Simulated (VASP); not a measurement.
# PbO2 (P1) in VASP: single point with PBEsol

Aim: the single point of PbO2 with PBEsol.

All numbers are computed with VASP 6.6.1; they aren't measurements. Logs are shortened: lines on timing, memory, paths and dates and some standing lists are left out, and cuts for length are marked.

**1. The cell of the first run**

The typed cell holds 24 atoms: a = 7.518 Å, b = 7.518 Å, c = 7.518 Å, α = 60.00°, β = 60.00°, γ = 60.00°.

**2. Single point, PBEsol**

INCAR reads:

```
PREC = Accurate ; ENCUT = 520
EDIFF = 1E-7 ; ISMEAR = -1
SIGMA = 0.039 ; LREAL = Auto
LASPH = True ; NELM = 60
ALGO = Normal ; ISIF = 2
LWAVE = False ; LCHARG = True
GGA = PS ; LELF = True
LVHAR = True ; NBANDS = 122
```

KPOINTS reads:

```
Automatic mesh
0
Gamma
  2 2 2
```

POSCAR reads:

```
PbO2
1.0
    0.0000000000      5.3163399384      5.3163399384
    5.3163399384      0.0000000000      5.3163399384
    5.3163399384      5.3163399384      0.0000000000
Pb O
8 16
Direct
   -0.0016178424      0.0023166314      0.0029913437
   -0.0086764580      0.0115440323      0.4993753279
    0.0212777966      0.4855590556     -0.0021744283
   -0.0062032339      0.4903099746      0.5169664716
    0.4997796474     -0.0033629339     -0.0046339211
    0.5013924111     -0.0012191658      0.4964290340
    0.5024549842      0.5038330000      0.0054320266
    0.4969906986      0.5114000481      0.4825935756
    0.1314886761      0.1414884128      0.1049694915
    0.3610566710      0.3648739589      0.3684134240
    0.0901978627      0.1375563844      0.6458523232
    0.4070886221      0.3558558185      0.8967224736
    0.0989814433      0.6242018077      0.1474868065
    0.3866305623      0.8977184596      0.3552875704
    0.1549983653      0.6112842741      0.6251486998
    0.3737237504      0.8623903951      0.8508685585
    0.6600708459      0.1115953846      0.1311291242
    0.8526714906      0.3512120221      0.3853360627
    0.5656438518      0.1478609361      0.6439087868
    0.8555389709      0.4034783375      0.8815835809
    0.6023618762      0.6254063018      0.1398517605
    0.8811043978      0.8780015112      0.4060311276
    0.6420111467      0.6274345769      0.5947735729
    0.8665252887      0.8547118982      0.8617547134
```

Potentials or basis: VASP PAW PBE potentials, release 64 (Pb_d, O).

Run with:

```console
$ cat potpaw_PBE.64/Pb_d/POTCAR potpaw_PBE.64/O/POTCAR > POTCAR
$ mpirun -np 1 vasp_std > vasp.out
```

OUTCAR:

```text
PREC = Accurate
   ENCUT = 520
   EDIFF = 1E-7
   ISMEAR = -1
   LREAL = Auto
   LASPH = True
   NELM = 60
   ISIF = 2
   GGA = PS

 ion  position               nearest neighbor table
   1  0.998  0.002  0.003-  17 2.08  11 2.20   9 2.30  16 2.32  13 2.33  20 2.46  22 2.48  24 2.58
                             4 3.66   3 3.70   5 3.72   6 3.72   2 3.74   7 3.75   7 3.77   2 3.78
   2  0.991  0.012  0.499-  22 2.07  18 2.09  24 2.24  11 2.29   9 2.42  14 2.43  15 2.47  19 2.61
                             3 3.67   4 3.68   5 3.71   8 3.74   1 3.74   6 3.74   6 3.78   1 3.78
   3  0.021  0.486  0.998-   9 2.11  20 2.26  13 2.27  24 2.29  15 2.29  12 2.38  18 2.40  21 2.57
                             5 3.64   2 3.67   1 3.70   4 3.70   7 3.72   8 3.73   8 3.80   7 3.81
   4  0.994  0.490  0.517-  11 2.17  23 2.17  20 2.25  10 2.26  13 2.27  22 2.39  15 2.41  18 2.53
                             1 3.66   2 3.68   7 3.68   3 3.70   8 3.74   6 3.76   6 3.76   8 3.79
   5  0.500  0.997  0.995-  19 2.18  14 2.22  12 2.23  24 2.26   9 2.27  21 2.28  16 2.49  17 2.53
                             3 3.64   8 3.66   7 3.66   2 3.71   1 3.72   6 3.74   6 3.78   1 3.80
   6  0.501  0.999  0.496-  16 2.18  14 2.20  19 2.24  10 2.25  17 2.26  23 2.29  22 2.35  11 2.53
                             1 3.72   8 3.73   5 3.74   2 3.74   7 3.75   4 3.76   4 3.76   7 3.78
   7  0.502  0.504  0.005-  20 2.17  12 2.17  21 2.19  16 2.22  10 2.24  17 2.42  13 2.48  23 2.52
                             8 3.60   5 3.66   4 3.68   3 3.72   6 3.75   1 3.75   1 3.77   6 3.78
   8  0.497  0.511  0.483-  21 2.11  15 2.11  18 2.20  19 2.26  23 2.30  14 2.38  10 2.44  12 2.56
                             7 3.60   5 3.66   3 3.73   6 3.73   2 3.74   4 3.74   2 3.78   6 3.79
   9  0.131  0.141  0.105-   3 2.11   5 2.27   1 2.30   2 2.42
  10  0.361  0.365  0.368-   7 2.24   6 2.25   4 2.26   8 2.44
  11  0.090  0.138  0.646-   4 2.17   1 2.20   2 2.29   6 2.53
  12  0.407  0.356  0.897-   7 2.17   5 2.23   3 2.38   8 2.56
  13  0.099  0.624  0.147-   3 2.27   4 2.27   1 2.33   7 2.48
  14  0.387  0.898  0.355-   6 2.20   5 2.22   8 2.38   2 2.43
[... 8 lines left out ...]
  23  0.642  0.627  0.595-   4 2.17   6 2.29   8 2.30   7 2.52
  24  0.867  0.855  0.862-   2 2.24   5 2.26   3 2.29   1 2.58

  LATTYP: Found a face centered cubic cell.
 ALAT       =    10.6326798768

  Lattice vectors:

 A1 = (   0.0000000000,   5.3163399384,   5.3163399384)
 A2 = (   5.3163399384,   0.0000000000,   5.3163399384)
 A3 = (   5.3163399384,   5.3163399384,   0.0000000000)

Analysis of symmetry for initial positions (statically):
=====================================================================
 Subroutine PRICEL returns:
 Original cell was already a primitive cell.

 Routine SETGRP: Setting up the symmetry group for a
 face centered cubic supercell.

 Subroutine GETGRP returns: Found  1 space group operations
 (whereof  1 operations were pure point group operations)
 out of a pool of 48 trial point group operations.

The static configuration has the point symmetry C_1 .

Analysis of symmetry for dynamics (positions and initial velocities):
=====================================================================
 Subroutine PRICEL returns:
 Original cell was already a primitive cell.

 Routine SETGRP: Setting up the symmetry group for a
 face centered cubic supercell.

 Subroutine GETGRP returns: Found  1 space group operations
 (whereof  1 operations were pure point group operations)
 out of a pool of 48 trial point group operations.

The dynamic configuration has the point symmetry C_1 .

 Subroutine INISYM returns: Found  1 space group operations
 (whereof  1 operations are pure point group operations),
 and found     1 'primitive' translations

----------------------------------------------------------------------------------------

                                     Primitive cell

  volume of cell :     300.5164

  direct lattice vectors                    reciprocal lattice vectors
     0.000000000  5.316339938  5.316339938    -0.094049667  0.094049667  0.094049667
     5.316339938  0.000000000  5.316339938     0.094049667 -0.094049667  0.094049667
     5.316339938  5.316339938  0.000000000     0.094049667  0.094049667 -0.094049667

  length of vectors
     7.518440043  7.518440043  7.518440043     0.162898801  0.162898801  0.162898801

  position of ions in fractional coordinates (direct lattice)
     0.998382158  0.002316631  0.002991344
     0.991323542  0.011544032  0.499375328
     0.021277797  0.485559056  0.997825572
     0.993796766  0.490309975  0.516966472
     0.499779647  0.996637066  0.995366079
     0.501392411  0.998780834  0.496429034
[... 16 lines left out ...]
     0.642011147  0.627434577  0.594773573
     0.866525289  0.854711898  0.861754713

  ion indices of the primitive-cell ions
   primitive index   ion index
                 1           1
                 2           2
                 3           3
                 4           4
                 5           5
                 6           6
[... 16 lines left out ...]
                23          23
                24          24

----------------------------------------------------------------------------------------

 KPOINTS: Automatic mesh

Automatic generation of k-mesh.
 Grid dimensions read from file:
 generate k-points for:    2    2    2

 Generating k-lattice:

  Cartesian coordinates                     Fractional coordinates (reciprocal lattice)
    -0.047024833  0.047024833  0.047024833     0.500000000  0.000000000  0.000000000
     0.047024833 -0.047024833  0.047024833     0.000000000  0.500000000  0.000000000
     0.047024833  0.047024833 -0.047024833     0.000000000  0.000000000  0.500000000

  Length of vectors
     0.081449401  0.081449401  0.081449401

  Shift w.r.t. Gamma in fractional coordinates (k-lattice)
     0.000000000  0.000000000  0.000000000

 Subroutine IBZKPT returns following result:
 ===========================================

 Found      8 irreducible k-points:

 Following reciprocal coordinates:
            Coordinates               Weight
  0.000000  0.000000  0.000000      1.000000
  0.500000  0.000000  0.000000      1.000000
  0.000000  0.500000  0.000000      1.000000
  0.000000  0.000000  0.500000      1.000000
  0.500000  0.500000  0.500000      1.000000
  0.500000  0.500000  0.000000      1.000000
  0.000000  0.500000  0.500000      1.000000
  0.500000  0.000000  0.500000      1.000000
   k-points           NKPTS =      8   k-points in BZ     NKDIM =      8   number of bands    NBANDS=    122
   number of dos      NEDOS =    301   number of ions     NIONS =     24
   total plane-waves  NPLWV = 175616
   dimension x,y,z NGX =    56 NGY =   56 NGZ =   56
   dimension x,y,z NGXF=   112 NGYF=  112 NGZF=  112
   ions per type =               8  16
   NGX,Y,Z   is equivalent  to a cutoff of  12.38, 12.38, 12.38 a.u.
   NGXF,Y,Z  is equivalent  to a cutoff of  24.77, 24.77, 24.77 a.u.
 SYSTEM =  unknown system
   PREC   = accura    normal or accurate (medium, high low for compatibility)
   ISTART =      0    job   : 0-new  1-cont  2-samecut
   ICHARG =      2    charge: 1-file 2-atom 10-const
   ISPIN  =      1    spin polarized calculation?
   LNONCOLLINEAR =      F non collinear calculations
   LSORBIT =      F    spin-orbit coupling
   LASPH  =      T    aspherical Exc in radial PAW
   ENCUT  =  520.0 eV  38.22 Ry    6.18 a.u.  13.98 13.98 13.98*2*pi/ulx,y,z
   NELM   =     60;   NELMIN=  2; NELMDL= -5     # of ELM steps
   EDIFF  = 0.1E-06   stopping-criterion for ELM
   LREAL  =      T    real-space projection
   EDIFFG = 0.1E-05   stopping-criterion for IOM
   NSW    =      0    number of steps for IOM
   IBRION =     -1    ionic relax: 0-MD 1-quasi-New 2-CG
   NFREE  =      0    steps in history (QN), initial steepest desc. (CG)
   ISIF   =      2    stress and relaxation
   ISYM   =      2    0-nonsym 1-usesym 2-fastsym
   POTIM  = 0.5000    time-step for ionic-motion
   TEBEG  =    0.0;   TEEND  =   0.0 temperature during run
   PSTRESS=    0.0 pullay stress
   NELECT =     208.0000    total number of electrons
   NUPDOWN=      -1.0000    fix difference up-down
   EMIN   =  10.00;   EMAX   =-10.00  energy-range for DOS
   EFERMI =   0.00;   METHOD = LEGACY
   ISMEAR =    -1;   SIGMA  =   0.04  broadening in eV -4-tet -1-fermi 0-gaus
   EFERMI_NEDOS =   21; number of points for ismear=-14 and -15
   IALGO  =     38    algorithm
   IMIX   =      4    mixing-type and parameters
     AMIX     =   0.40;   BMIX     =  1.00
     AMIX_MAG =   1.60;   BMIX_MAG =  1.00
  volume/ion in A,a.u.               =      12.52        84.50
  Fermi-wavevector in a.u.,A,eV,Ry     =   1.448127  2.736562 28.532379  2.097071
  Thomas-Fermi vector in A             =   2.566003
   LORBIT       =      0    0 simple, 1 ext, 2 COOP (PROOUT), +10 PAW based schemes
   GGA     = PS    functional components
   LHFCALC =     F    Hartree Fock is set to
   AEXX    =    0.0000 exact exchange contribution
   IVDW    =     0    specifies the selected vdW correction
   LEPSILON=     F    determine dielectric tensor
   LRPA    =     F    only Hartree local field effects (RPA)
 non-spin polarized calculation
  energy-cutoff  :      520.00
  volume of cell :      300.52
 maximum number of plane-waves:      8144
 NGX is ok and might be reduce to    56
   NGX = 27   NGY = 27   NGZ = 27

 number of electron     207.9999994 magnetization

 Free energy of the ion-electron system (eV)
  ---------------------------------------------------
  ext. energy  EPLUGINS =         0.00000000
  ---------------------------------------------------
  free energy    TOTEN  =      -133.89472046 eV

  energy without entropy =     -133.86892681  energy(sigma->0) =     -133.88182363

 E-fermi :   6.0423     XC(G=0): -11.6881

 val. band max:        6.0168759023   @ k =   0.5000   0.5000   0.0000
 cond. band min:       7.3694281244   @ k =   0.5000   0.5000   0.0000
 fundamental gap:      1.3525522221
 Fermi energy:         6.0423408343

 k-point     1 :       0.0000    0.0000    0.0000
  band No.  band energies     occupation
      1     -12.9251      2.00000
      2     -12.3247      2.00000
      3     -12.3034      2.00000
      4     -12.2326      2.00000
      5     -12.1238      2.00000
      6     -12.0818      2.00000
[... 108 lines left out ...]
    115      12.5324      0.00000
    116      12.9304      0.00000
[... 831 lines left out ...]
    115      13.0418      0.00000
    116      13.2246      0.00000
 [bands above 116 left out]

------------------------ aborting loop because EDIFF is reached ----------------------------------------

  FORCE on cell =-STRESS in cart. coord.  units (eV):
  Direction    XX          YY          ZZ          XY          YZ          ZX
  --------------------------------------------------------------------------------------
  -------------------------------------------------------------------------------------
  Total        8.2958998      8.6471497      7.5530887     -0.3726179     -0.9251611     -0.0245271
  in kB       44.2288711     46.1015297     40.2686383     -1.9865801     -4.9324162     -0.1307640
  external PRESSURE =      43.5330130 kB  Pullay stress =       0.0000000 kB

 VOLUME and BASIS-vectors are now :
 -----------------------------------------------------------------------------
  energy-cutoff  :      520.00
  volume of cell :      300.52
      direct lattice vectors                 reciprocal lattice vectors
     0.000000000  5.316339938  5.316339938    -0.094049667  0.094049667  0.094049667
     5.316339938  0.000000000  5.316339938     0.094049667 -0.094049667  0.094049667
     5.316339938  5.316339938  0.000000000     0.094049667  0.094049667 -0.094049667

 POSITION                                       TOTAL-FORCE (eV/Angst)
 -----------------------------------------------------------------------------------
      0.02822      5.32364      5.32005        -0.440567      0.623313     -0.164346
      2.71622      7.92506      5.33158        -0.110966      1.216453     -0.269921
      7.88618      5.41790      2.69452         0.954406     -0.673448      0.748798
      5.35502      8.03173      7.89002         0.244386     -0.522315      0.818339
     10.59017      7.94870      7.95546        -0.106129      0.306561      0.482363
      7.94904      5.30476      7.97543        -0.095960      0.150590      0.559191
[... 16 lines left out ...]
      6.49767      6.57517      6.74881        -0.020338     -0.305870     -0.231208
      9.12532      9.18812      9.15068         0.349460     -0.006308      0.077100
 -----------------------------------------------------------------------------------
    total drift:                                0.013731     -0.016272     -0.003956

  FREE ENERGIE OF THE ION-ELECTRON SYSTEM (eV)
  ---------------------------------------------------
  free  energy   TOTEN  =      -133.8947204611 eV

  energy  without entropy=     -133.8689268066  energy(sigma->0) =     -133.88182363
```

It took 14 min on 1 thread of Intel Xeon Platinum 8259CL at 2.50GHz (Skylake/Cascade Lake), shared host; peak memory 0.51 GiB.

What came out:

- Free energy: -133.8947 eV
- Pressure: 4.4 GPa
- Largest force: 1.582 eV/Å
- Band gap on the k mesh: zero (bands 104 and 105 overlap by 0.07 eV)

Forces in eV/Å, atoms in the order of the input:
```
Pb  -0.441  0.623 -0.164
Pb  -0.111  1.216 -0.270
Pb   0.954 -0.673  0.749
Pb   0.244 -0.522  0.818
Pb  -0.106  0.307  0.482
Pb  -0.096  0.151  0.559
Pb  -0.499 -0.495 -0.794
Pb   0.492  1.299 -0.533
O   -1.291  0.296 -0.865
O   -0.198 -0.184 -0.061
O   -0.468  0.173 -0.258
O    0.931 -0.385  0.334
O    0.238 -0.699  0.122
O    0.865 -0.655 -0.771
O   -0.050  0.190 -0.153
O    0.724  0.565 -0.917
O   -0.220 -0.088 -0.234
O   -0.252 -0.320  1.052
O   -0.259  0.062  0.065
O   -0.383  0.247  0.658
O    0.194 -0.593  0.551
O   -0.599 -0.203 -0.215
O   -0.020 -0.306 -0.231
O    0.349 -0.006  0.077
```

Caveat: the k points lie up to 0.51 Å⁻¹ apart; the atoms stand as in a frame of molecular dynamics; the structure was generated, so it needn't be the stable form of PbO2; semilocal functionals underestimate gaps, and a narrow one can read as zero; the PAW data sets were made with another functional, which shifts forces and pressure a little; spin-orbit coupling is left out, which moves the levels of the heavy elements.

The gap in the log of VASP goes by the Fermi energy; the results here count the filled bands.